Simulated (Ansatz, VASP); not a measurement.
## Be: VASP beside Ansatz

```
Be
1.0
     1.12990    0.65235    5.35834
    -1.12990    0.65235    5.35834
     0.00000   -1.30470    5.35834
Be
3
Direct
  0.00000 0.00000 0.00000
  0.22161 0.22161 0.22161
  0.77839 0.77839 0.77839
```

Alike in both runs: task relaxation of cell and atoms; functional PBE; k mesh 24 × 24 × 24; occupations gaussian, width 0.1 eV; no spin polarisation.

|  | VASP | Ansatz |
| --- | --- | --- |
| version | VASP 6.6.1 | Ansatz 0.2.0 |
| potentials or method | VASP PAW PBE potentials, release 64 (Be), cutoff 600 eV | scalar-relativistic, plane waves, PAW |
| valence electrons in the cell | 6 | 6 |

```tsv
	VASP	Ansatz	Ansatz less VASP
gap on the k mesh at the Fermi level, each at its own relaxed structure (eV)	none	none	-
relaxed volume (Å³/atom)	7.91	7.90	-0.011
relaxed length of the cell vector where the two differ most in proportion (Å)	5.528	5.526	-0.0018
```

A gap of «none» marks a metal or a gap that the smearing closes.
